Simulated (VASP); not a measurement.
## Ta: single point with PBE

The system is Ta.

```xyz
1
Lattice="-1.3227 1.3227 1.3227 1.3227 -1.3227 1.3227 1.3227 1.3227 -1.3227" Properties=species:S:1:pos:R:3 pbc="T T T"
Ta    0.0000    0.0000    0.0000
```

```yaml
Program: VASP 6.6.1
Task: single point
Functional: PBE
Potentials_or_basis: VASP PAW PBE potentials, release 64 (Ta_pv)
Cutoff: 520 eV
k_mesh: 20 × 20 × 20
Occupations: fermi-dirac, width 0.08 eV
Spin: no spin polarisation
```

- Pressure: 492.7 GPa

Levels at points of the mesh, in eV from the Fermi level:
```
           k point  band 3  band 4  band 5  band 6  band 7  band 8
(0.00, 0.00, 0.00)  -31.13   -9.65   -1.00   -1.00   -1.00    5.15
(0.50, 0.00, 0.00)  -31.36   -9.55   -6.05    6.33    7.77    8.18
(0.50, 0.50, 0.50)  -36.05  -11.09  -11.09   12.95   12.95   12.95
```

It took 36 s on 1 thread of Intel Xeon 8259CL, on a shared host, peak memory 0.14 GiB.

Caveat: spin-orbit coupling is left out, which moves the levels of the heavy elements.
